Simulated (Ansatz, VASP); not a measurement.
PbSe in VASP and in Ansatz

```
Pb Se
1.0
     2.16805   -6.21377    0.00000
     2.16805    6.21377    0.00000
     0.00000    0.00000    4.48352
Pb Se
2 2
Cartesian
  2.1681 -1.6716 3.3626
  2.1681 1.6716 1.1209
  2.1681 -4.5151 3.3626
  2.1681 4.5151 1.1209
```

Alike in both runs: functional PBE; k mesh 8 × 8 × 6; occupations gaussian, width 0.02 eV; no spin polarisation.

Ansatz relaxed the structure, and its values are those at the end. VASP's run is a single point on that final structure, the one shown.

```csv
,VASP,Ansatz
version,VASP 6.6.1,Ansatz 0.2.0
potentials or method,"VASP PAW PBE potentials, release 64 (Pb_d, Se), cutoff 520 eV","scalar-relativistic, plane waves, PAW"
valence electrons in the cell,40,60
```

|  | VASP | Ansatz | Ansatz less VASP |
| --- | --- | --- | --- |
| gap on the k mesh at the Fermi level (eV) | 1.12 | 1.12 | +0.001 |
| least direct gap on the mesh (eV) | 1.25 | 1.25 | -0.001 |
| pressure (GPa) | 0.0 | 0.0 | 0.00 |
| rms of the force components (eV/Å) | 0.005 | 0.001 | -0.0038 |

VASP's potentials hold 40 valence electrons a cell and Ansatz's 60, so a difference there can come from the potentials and not from the codes.

Spin-orbit coupling is off throughout.
